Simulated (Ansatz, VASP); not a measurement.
**Ta in VASP and in Ansatz**

File INCAR:

```
SYSTEM = Ta
ALGO = Normal ; EDIFF = 1E-6
EDIFFG = -0.005 ; ENCUT = 600
GGA_COMPAT = .False. ; IBRION = 2
ISIF = 3 ; ISMEAR = -1
LASPH = .True. ; LCHARG = .False.
LMAXMIX = 4 ; LORBIT = 11
LORBMOM = .True. ; LREAL = .False.
LSORBIT = .True. ; LWAVE = .False.
MAGMOM = 0 0 0 ; NELM = 150
NSW = 45 ; PREC = Accurate
SIGMA = 0.05
```

Contents of KPOINTS:

```
k-points
0
Gamma
  18 18 18
  0 0 0
```

File POSCAR:

```
Ta
1.0
   -1.6261418650      1.6261418650      1.6261418650
    1.6261418650     -1.6261418650      1.6261418650
    1.6261418650      1.6261418650     -1.6261418650
Ta
1
Direct
    0.0000000000      0.0000000000      0.0000000000
```

Input for Ansatz:

```yaml
crystal:
  lattice:
    - [-1.626141865, 1.626141865, 1.626141865]
    - [1.626141865, -1.626141865, 1.626141865]
    - [1.626141865, 1.626141865, -1.626141865]
  atoms:
    - { symbol: Ta, position: [0.0, 0.0, 0.0] }
kpoints:
  mp_grid: { grid: [18, 18, 18] }
scf:
  occupations: { method: fermi_dirac, width: 0.05 }
hamiltonian:
  xc: lda
  pseudopotentials: { kind: all_electron, lapw: { basis_error: 0.0005 } }
output:
  forces: true
  stress: true
  eigenvalues: true
  populations: true
relax:
  f_tol: 0.005
  max_steps: 25
  cell: {}
magnetization:
  noncollinear: true
  spin_orbit: true
```

Alike in both runs: task relaxation of cell and atoms; functional LDA; k mesh 18 × 18 × 18; occupations fermi-dirac, width 0.05 eV; non-collinear spin, spin-orbit coupling.

|  | VASP | Ansatz |
| --- | --- | --- |
| version | VASP 6.6.1 | Ansatz 0.2.0 |
| potentials or method | VASP PAW LDA potentials, release 64 (Ta_pv), cutoff 600 eV | all-electron LAPW |

```csv
,VASP,Ansatz,Ansatz less VASP
relaxed volume (Å³/atom),17.26,17.18,-0.072
relaxed length of the cell vector where the two differ most in proportion (Å),2.820,2.816,-0.0039
```

LDA's correlation is that of Perdew and Zunger in VASP and of Perdew and Wang (1992) in Ansatz. Ansatz ran all-electron here, and VASP with PAW potentials.
